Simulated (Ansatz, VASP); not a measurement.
Two plane-wave programs on Pt

```xyz
1
Lattice="0.0000 2.0047 2.0047 2.0047 0.0000 2.0047 2.0047 2.0047 0.0000" Properties=species:S:1:pos:R:3 pbc="T T T"
Pt    0.0000    0.0000    0.0000
```

Alike in both runs: task single point; functional PBE; k mesh 18 × 18 × 18; occupations gaussian, width 0.1 eV; no spin polarisation.

|  | VASP | Ansatz |
| --- | --- | --- |
| version | VASP 6.6.1 | Ansatz 0.2.0 |
| potentials or method | VASP PAW PBE potentials, release 64 (Pt), cutoff 520 eV | scalar-relativistic, plane waves, PAW |
| valence electrons in the cell | 10 | 18 |

|  | VASP | Ansatz | Ansatz less VASP |
| --- | --- | --- | --- |
| gap on the k mesh at the Fermi level (eV) | none | none | - |
| pressure (GPa) | -7.2 | -6.8 | +0.44 |

A gap of «none» marks a metal or a gap that the smearing closes. VASP's potentials hold 10 valence electrons a cell and Ansatz's 18, so a difference there can come from the potentials and not from the codes.

Spin-orbit coupling is off throughout.
